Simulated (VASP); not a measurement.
A run of VASP 6.6.1 is set up as follows.

The input INCAR:

```
  ALGO = Normal
  EDIFF = 1E-6
  ENCUT = 520
  GGA = PS
  ISIF = 2
  ISMEAR = 0
  LASPH = True
  LCHARG = True
  LELF = True
  LREAL = False
  LVHAR = True
  LWAVE = False
  NBANDS = 28
  NELM = 100
  PREC = Accurate
  SIGMA = 0.01
```

The input KPOINTS:

```
k-points
0
Gamma
  6 6 6
```

Contents of POSCAR:

```
BaTiO3
1.0
    2.7498651725      1.5876353943      2.2548436032
   -2.7498651725      1.5876353943      2.2548436032
    0.0000000000     -3.1752707886      2.2548436032
Ba Ti O
1 1 3
Direct
    0.0000000000      0.0000000000      0.0000000000
    0.4845000000      0.4845000000      0.4845000000
    0.5086000000      0.5086000000      0.0175000000
    0.0175000000      0.5086000000      0.5086000000
    0.5086000000      0.0175000000      0.5086000000
```

Potentials or basis: VASP PAW PBE potentials, release 64 (Ba_sv, Ti_sv, O).

Command:

```bash
$ cat potpaw_PBE.64/Ba_sv/POTCAR potpaw_PBE.64/Ti_sv/POTCAR potpaw_PBE.64/O/POTCAR > POTCAR
$ mpirun -np 1 vasp_std > vasp.out
```

(1) What does it give for the band gap on the k mesh?

(2) Predict the largest force.

(3) Estimate the pressure.

## Answers

(1) 2.54 eV, indirect (least direct gap 2.86 eV).

(2) 1.102 eV/Å.

(3) 18.2 GPa.

Caveat: the PAW data sets were made with another functional, which shifts forces and pressure a little; spin-orbit coupling is left out, which moves the levels of the heavy elements.
